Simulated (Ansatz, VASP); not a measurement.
Ta in VASP and in Ansatz

```xyz
1
Lattice="-1.6550 1.6550 1.6550 1.6550 -1.6550 1.6550 1.6550 1.6550 -1.6550" Properties=species:S:1:pos:R:3 pbc="T T T"
Ta    0.0000    0.0000    0.0000
```

Alike in both runs: task relaxation of cell and atoms; functional PBE; k mesh 8 × 8 × 8; occupations gaussian, width 0.1 eV; no spin polarisation.

|  | VASP | Ansatz |
| --- | --- | --- |
| version | VASP 6.6.1 | Ansatz 0.2.0 |
| potentials or method | VASP PAW PBE potentials, release 64 (Ta_pv) | scalar-relativistic, plane waves, PAW |
| plane-wave cutoff (eV) | 600 | 420 |
| valence electrons in the cell | 11 | 13 |

```tsv
	VASP	Ansatz	Ansatz less VASP
gap on the k mesh at the Fermi level, each at its own relaxed structure (eV)	none	none	-
relaxed volume (Å³/atom)	18.11	18.10	-0.016
relaxed cell length with the largest relative difference (Å)	2.866	2.865	-0.0008
```

A gap of «none» marks a metal or a gap that the smearing closes. VASP's potentials hold 11 valence electrons a cell and Ansatz's 13, so a difference there can come from the potentials and not from the codes.

Neither program's run includes spin-orbit coupling.
